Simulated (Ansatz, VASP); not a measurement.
Ir in VASP and in Ansatz

```
Ir
1.0
    -1.55744    1.55744    1.55744
     1.55744   -1.55744    1.55744
     1.55744    1.55744   -1.55744
Ir
1
Cartesian
  0.0000 0.0000 0.0000
```

Alike in both runs: functional PBE; k mesh 19 × 19 × 19; occupations fermi-dirac, width 0.05 eV; non-collinear spin, spin-orbit coupling.

Ansatz relaxed the structure, and its values are those at the end. VASP's run is a single point on that final structure, the one shown.

```csv
,VASP,Ansatz
version,VASP 6.6.1,Ansatz 0.2.0
potentials or method,"VASP PAW PBE potentials, release 64 (Ir)","PAW with Ansatz's default frozen-core files, fully relativistic files with spin-orbit coupling"
plane-wave cutoff (eV),500,420
valence electrons in the cell,9,17
```

VASP gave:

```
pressure (GPa)           : 0.7
net moment per atom (μB) : 0.00
```

**Question.** What did Ansatz give for the same quantities?

**Answer.** Pressure (GPa): 0.0; net moment per atom (μB): 0.00.

VASP's potentials hold 9 valence electrons a cell and Ansatz's 17, so a difference there can come from the potentials and not from the codes.
